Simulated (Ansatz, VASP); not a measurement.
Two plane-wave programs on Ru

```
CELL_PARAMETERS angstrom
2.58736 0.00000 0.00000
0.00000 2.58736 0.00000
0.00000 0.00000 2.58736
ATOMIC_POSITIONS crystal
Ru 0.00000 0.00000 0.00000
```

Alike in both runs: task single point; functional r2SCAN; k mesh 14 × 14 × 14; occupations fermi-dirac, width 0.1 eV; no spin polarisation.

|  | VASP | Ansatz |
| --- | --- | --- |
| version | VASP 6.6.1 | Ansatz 0.2.0 |
| potentials or method | VASP PAW PBE potentials, release 64 (Ru_pv), cutoff 520 eV | plane waves (500 eV) with PAW, scalar-relativistic |
| valence electrons in the cell | 14 | 16 |

```csv
,VASP,Ansatz,Ansatz less VASP
pressure (GPa),-19.8,-20.4,-0.64
```

VASP's potentials were made for PBE, not for r2SCAN. The functional is the same, so the differences come from potentials, cutoffs and numerics. VASP's potentials hold 14 valence electrons a cell and Ansatz's 16, so a difference there can come from the potentials and not from the codes.
